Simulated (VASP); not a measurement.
# BaO (Fm-3m) in VASP: single point with HSE06

Aim: the single point of BaO with HSE06.

All numbers are computed with VASP 6.6.1; they aren't measurements. Logs are shortened: lines on timing, memory, paths and dates and some standing lists are left out, and cuts for length are marked.

## (1) The cell of the first run

The structure is cubic, space group Fm-3m (No. 225). Conventional cell: a = 5.574 Å, b = 5.574 Å, c = 5.574 Å, α = 90.00°, β = 90.00°, γ = 90.00°. Within 3.7 Å of Ba (site symmetry m-3m) lie 6 O at 2.79 Å. O (site symmetry m-3m) has 6 Ba at 2.79 Å within 3.7 Å.

## (2) Single point, HSE06

POSCAR reads:

```
BaO
1.0
    3.9414114873      0.0000000000      0.0000000000
    0.0000000000      3.9414114873      0.0000000000
    0.0000000000      0.0000000000      5.5739975803
Ba O
2 2
Direct
    0.0000000000      0.0000000000      0.0000000000
    0.5000000000      0.5000000000      0.5000000000
    0.5000000000      0.5000000000      0.0000000000
    0.0000000000      0.0000000000      0.5000000000
```

INCAR.step1 reads:

```
  PREC = Accurate
  ENCUT = 520
  EDIFF = 1E-5
  ISMEAR = 0
  SIGMA = 0.01
  LREAL = F
  LASPH = T
  NELM = 120
  ALGO = Normal
  ISIF = 2
  LWAVE = T
  LCHARG = F
  NBANDS = 24
  GGA = PE
  GGA_COMPAT = F
```

INCAR.step2 reads:

```
  PREC = Accurate
  ENCUT = 520
  EDIFF = 1E-6
  ISMEAR = 0
  SIGMA = 0.01
  LREAL = F
  LASPH = T
  NELM = 120
  ALGO = Normal
  ISIF = 2
  LWAVE = F
  LCHARG = F
  GGA = PE
  LHFCALC = T
  HFSCREEN = 0.2079
  PRECFOCK = Normal
  NBANDS = 24
  ISTART = 1
  GGA_COMPAT = F
```

KPOINTS reads:

```
Automatic mesh
0
Gamma
  4 4 4
```

Potentials or basis: VASP PAW PBE potentials, release 64 (Ba_sv, O).

Run with:

```console
$ cat potpaw_PBE.64/Ba_sv/POTCAR potpaw_PBE.64/O/POTCAR > POTCAR
$ cp INCAR.step1 INCAR
$ mpirun -np 1 vasp_std > vasp.out
$ cp INCAR.step2 INCAR
$ mpirun -np 1 vasp_std > vasp.out
```

OUTCAR:

```text
PREC = Accurate
   ENCUT = 520
   EDIFF = 1E-6
   ISMEAR = 0
   LREAL = F
   LASPH = T
   NELM = 120
   ISIF = 2
   GGA = PE
   LHFCALC = T
   HFSCREEN = 0.2079
   PRECFOCK = Normal
   ISTART = 1

 ion  position               nearest neighbor table
   1  0.000  0.000  0.000-   3 2.79   3 2.79   3 2.79   3 2.79   4 2.79   4 2.79   2 3.94   2 3.94
                             2 3.94   2 3.94   2 3.94   2 3.94   2 3.94   2 3.94
   2  0.500  0.500  0.500-   4 2.79   4 2.79   4 2.79   4 2.79   3 2.79   3 2.79   1 3.94   1 3.94
                             1 3.94   1 3.94   1 3.94   1 3.94   1 3.94   1 3.94
   3  0.500  0.500  0.000-   1 2.79   1 2.79   1 2.79   1 2.79   2 2.79   2 2.79
   4  0.000  0.000  0.500-   2 2.79   2 2.79   2 2.79   2 2.79   1 2.79   1 2.79

  LATTYP: Found a simple tetragonal cell.
 ALAT       =     3.9414114873
 C/A-ratio  =     1.4142135624

  Lattice vectors:

 A1 = (   3.9414114873,   0.0000000000,   0.0000000000)
 A2 = (   0.0000000000,   3.9414114873,   0.0000000000)
 A3 = (   0.0000000000,   0.0000000000,   5.5739975803)

Analysis of symmetry for initial positions (statically):
=====================================================================
 Subroutine PRICEL returns following result:

  LATTYP: Found a face centered cubic cell.
 ALAT       =     5.5739975803

  Lattice vectors:

 A1 = (  -1.9707057436,  -1.9707057436,  -2.7869987902)
 A2 = (   1.9707057436,  -1.9707057436,  -2.7869987902)
 A3 = (   0.0000000000,  -3.9414114873,   0.0000000000)

   2 primitive cells build up your supercell.

 Routine SETGRP: Setting up the symmetry group for a
 simple tetragonal supercell.

 Subroutine GETGRP returns: Found 16 space group operations
 (whereof 16 operations were pure point group operations)
 out of a pool of 16 trial point group operations.

The static configuration has the point symmetry D_4h.

Analysis of symmetry for dynamics (positions and initial velocities):
=====================================================================
 Subroutine PRICEL returns following result:

  LATTYP: Found a face centered cubic cell.
 ALAT       =     5.5739975803

  Lattice vectors:

 A1 = (  -1.9707057436,  -1.9707057436,  -2.7869987902)
 A2 = (   1.9707057436,  -1.9707057436,  -2.7869987902)
 A3 = (   0.0000000000,  -3.9414114873,   0.0000000000)

   2 primitive cells build up your supercell.

 Routine SETGRP: Setting up the symmetry group for a
 simple tetragonal supercell.

 Subroutine GETGRP returns: Found 16 space group operations
 (whereof 16 operations were pure point group operations)
 out of a pool of 16 trial point group operations.

The dynamic configuration has the point symmetry D_4h.

 Subroutine INISYM returns: Found 16 space group operations
 (whereof 16 operations are pure point group operations),
 and found     2 'primitive' translations

----------------------------------------------------------------------------------------

                                     Primitive cell

  volume of cell :      43.2953

  direct lattice vectors                    reciprocal lattice vectors
    -1.970705744 -1.970705744 -2.786998790    -0.253716214  0.000000000 -0.179404455
     1.970705744 -1.970705744 -2.786998790     0.253716214  0.000000000 -0.179404455
     0.000000000 -3.941411487  0.000000000     0.000000000 -0.253716214  0.179404455

  length of vectors
     3.941411487  3.941411487  3.941411487     0.310737632  0.310737632  0.310737632

  position of ions in fractional coordinates (direct lattice)
     0.000000000  0.000000000  0.000000000
     0.500000000  0.500000000  0.500000000

  ion indices of the primitive-cell ions
   primitive index   ion index
                 1           1
                 2           4

----------------------------------------------------------------------------------------

 KPOINTS: Automatic mesh

Automatic generation of k-mesh.
 Grid dimensions read from file:
 generate k-points for:    4    4    4

 Generating k-lattice:

  Cartesian coordinates                     Fractional coordinates (reciprocal lattice)
     0.063429053  0.000000000  0.000000000     0.250000000  0.000000000  0.000000000
     0.000000000  0.063429053  0.000000000     0.000000000  0.250000000  0.000000000
     0.000000000  0.000000000  0.044851114     0.000000000  0.000000000  0.250000000

  Length of vectors
     0.063429053  0.063429053  0.044851114

  Shift w.r.t. Gamma in fractional coordinates (k-lattice)
     0.000000000  0.000000000  0.000000000

 Subroutine IBZKPT returns following result:
 ===========================================

 Found     18 irreducible k-points:

 Following reciprocal coordinates:
            Coordinates               Weight
  0.000000  0.000000  0.000000      1.000000
  0.250000  0.000000  0.000000      4.000000
  0.500000  0.000000  0.000000      2.000000
  0.250000  0.250000  0.000000      4.000000
  0.500000  0.250000  0.000000      4.000000
  0.500000  0.500000  0.000000      1.000000
[... 10 lines left out ...]
  0.500000  0.250000  0.500000      4.000000
  0.500000  0.500000  0.500000      1.000000
   k-points           NKPTS =     18   k-points in BZ     NKDIM =     64   number of bands    NBANDS=     24
   number of dos      NEDOS =    301   number of ions     NIONS =      4
   total plane-waves  NPLWV =  37800
   dimension x,y,z NGX =    30 NGY =   30 NGZ =   42
   dimension x,y,z NGXF=    60 NGYF=   60 NGZF=   84
   ions per type =               2   2
   NGX,Y,Z   is equivalent  to a cutoff of  12.65, 12.65, 12.53 a.u.
   NGXF,Y,Z  is equivalent  to a cutoff of  25.31, 25.31, 25.05 a.u.
 SYSTEM =  unknown system
   PREC   = accura    normal or accurate (medium, high low for compatibility)
   ISTART =      1    job   : 0-new  1-cont  2-samecut
   ICHARG =      0    charge: 1-file 2-atom 10-const
   ISPIN  =      1    spin polarized calculation?
   LNONCOLLINEAR =      F non collinear calculations
   LSORBIT =      F    spin-orbit coupling
   LASPH  =      T    aspherical Exc in radial PAW
   ENCUT  =  520.0 eV  38.22 Ry    6.18 a.u.   7.33  7.33 10.36*2*pi/ulx,y,z
   NELM   =    120;   NELMIN=  2; NELMDL=  0     # of ELM steps
   EDIFF  = 0.1E-05   stopping-criterion for ELM
   LREAL  =      F    real-space projection
   EDIFFG = 0.1E-04   stopping-criterion for IOM
   NSW    =      0    number of steps for IOM
   IBRION =     -1    ionic relax: 0-MD 1-quasi-New 2-CG
   NFREE  =      0    steps in history (QN), initial steepest desc. (CG)
   ISIF   =      2    stress and relaxation
   ISYM   =      3    0-nonsym 1-usesym 2-fastsym
   POTIM  = 0.5000    time-step for ionic-motion
   TEBEG  =    0.0;   TEEND  =   0.0 temperature during run
   PSTRESS=    0.0 pullay stress
   NELECT =      32.0000    total number of electrons
   NUPDOWN=      -1.0000    fix difference up-down
   EMIN   =  10.00;   EMAX   =-10.00  energy-range for DOS
   EFERMI =   0.00;   METHOD = LEGACY
   ISMEAR =     0;   SIGMA  =   0.01  broadening in eV -4-tet -1-fermi 0-gaus
   EFERMI_NEDOS =   21; number of points for ismear=-14 and -15
   IALGO  =     38    algorithm
   IMIX   =      1    mixing-type and parameters
     AMIX     =   0.40;   BMIX     =  1.00
     AMIX_MAG =   1.60;   BMIX_MAG =  1.00
  volume/ion in A,a.u.               =      21.65       146.09
  Fermi-wavevector in a.u.,A,eV,Ry     =   1.174811  2.220071 18.778505  1.380181
  Thomas-Fermi vector in A             =   2.311202
   LORBIT       =      0    0 simple, 1 ext, 2 COOP (PROOUT), +10 PAW based schemes
   GGA     = PE    functional components
   LHFCALC =     T    Hartree Fock is set to
   PRECFOCK=normal    Normal, Fast or Accurate (Low or Medium for compatibility)
   ENCUT4O =  -1.0   cutoff for four orbital integrals eV
   NKREDX  =     1    reduce k-point grid by
   NKREDY  =     1    reduce k-point grid by
   NKREDZ  =     1    reduce k-point grid by
   AEXX    =    0.2500 exact exchange contribution
   HFSCREEN=    0.2079 screening length (either q_TF or 0.3 A-1)
   HFSCREENC=   0.2079 screening length for correlation (either q_TF or 0.3 A-1)
   ENCUTFOCK=  -1.0 apply spherical cutoff to Coloumb kernel
   IVDW    =     0    specifies the selected vdW correction
   LEPSILON=     F    determine dielectric tensor
   LRPA    =     F    only Hartree local field effects (RPA)
 non-spin polarized calculation
 Gauss-broadening in eV      SIGMA  =   0.01
  energy-cutoff  :      520.00
  volume of cell :       86.59
 maximum number of plane-waves:      2373
 NGX is ok and might be reduce to    30
  NGX = 24; NGY = 24; NGZ = 32

 number of electron      31.9999992 magnetization

 Free energy of the ion-electron system (eV)
  ---------------------------------------------------
  ext. energy  EPLUGINS =         0.00000000
  ---------------------------------------------------
  free energy    TOTEN  =       -27.72307969 eV

  energy without entropy =      -27.72307969  energy(sigma->0) =      -27.72307969

 E-fermi :   0.9470     XC(G=0):  -7.8853

 val. band max:        0.7988996258   @ k =   0.0000   0.0000   0.0000
 cond. band min:       4.1068869842   @ k =   0.5000   0.5000   0.0000
 fundamental gap:      3.3079873583
 Fermi energy:         0.9470262819

 k-point     1 :       0.0000    0.0000    0.0000
  band No.  band energies     occupation
      1     -26.6108      2.00000
      2     -26.2763      2.00000
      3     -15.8334      2.00000
      4     -15.6583      2.00000
      5     -11.5731      2.00000
      6     -10.6575      2.00000
[... 16 lines left out ...]
     23       9.2059      0.00000
     24       9.2063      0.00000

 k-point     2 :       0.2500    0.0000    0.0000
  band No.  band energies     occupation
      1     -26.5179      2.00000
      2     -26.2778      2.00000
      3     -16.0105      2.00000
      4     -15.8786      2.00000
      5     -11.3335      2.00000
      6     -10.5467      2.00000
[... 16 lines left out ...]
     23       9.2393      0.00000
     24      10.0449      0.00000
[... 403 lines left out ...]
     23      10.2022      0.00000
     24      10.2022      0.00000

 k-point    18 :       0.5000    0.5000    0.5000
  band No.  band energies     occupation
      1     -26.2703      2.00000
      2     -26.2703      2.00000
      3     -16.0069      2.00000
      4     -16.0069      2.00000
      5     -11.1409      2.00000
      6     -11.1409      2.00000
[... 16 lines left out ...]
     23      12.2075      0.00000
     24      12.2076      0.00000

------------------------ aborting loop because EDIFF is reached ----------------------------------------

  FORCE on cell =-STRESS in cart. coord.  units (eV):
  Direction    XX          YY          ZZ          XY          YZ          ZX
  --------------------------------------------------------------------------------------
  -------------------------------------------------------------------------------------
  Total       -0.0794220     -0.0794220     -0.0807233      0.0000000     -0.0000000      0.0000000
  in kB       -1.4695391     -1.4695391     -1.4936175      0.0000000     -0.0000000      0.0000000
  external PRESSURE =      -1.4775652 kB  Pullay stress =       0.0000000 kB

 VOLUME and BASIS-vectors are now :
 -----------------------------------------------------------------------------
  energy-cutoff  :      520.00
  volume of cell :       86.59
      direct lattice vectors                 reciprocal lattice vectors
     3.941411487  0.000000000  0.000000000     0.253716214  0.000000000  0.000000000
     0.000000000  3.941411487  0.000000000     0.000000000  0.253716214  0.000000000
     0.000000000  0.000000000  5.573997580     0.000000000  0.000000000  0.179404455

 POSITION                                       TOTAL-FORCE (eV/Angst)
 -----------------------------------------------------------------------------------
      0.00000      0.00000      0.00000        -0.000000      0.000000     -0.000000
      1.97071      1.97071      2.78700        -0.000000      0.000000     -0.000000
      1.97071      1.97071      0.00000         0.000000     -0.000000      0.000000
      0.00000      0.00000      2.78700        -0.000000      0.000000     -0.000000
 -----------------------------------------------------------------------------------
    total drift:                                0.000002      0.000002     -0.000002

  FREE ENERGIE OF THE ION-ELECTRON SYSTEM (eV)
  ---------------------------------------------------
  free  energy   TOTEN  =       -27.7230796927 eV

  energy  without entropy=      -27.7230796927  energy(sigma->0) =      -27.72307969
```

It took 2.2 h on 1 thread of Intel Xeon 8259CL, shared host; peak memory 0.34 GiB.

What came out:

* Free energy: -27.7231 eV
* Pressure: -0.1 GPa
* Band gap on the k mesh: 3.31 eV

Caveat: the PAW data sets were made with another functional, which shifts forces and pressure a little; spin-orbit coupling is left out, which moves the levels of the heavy elements.
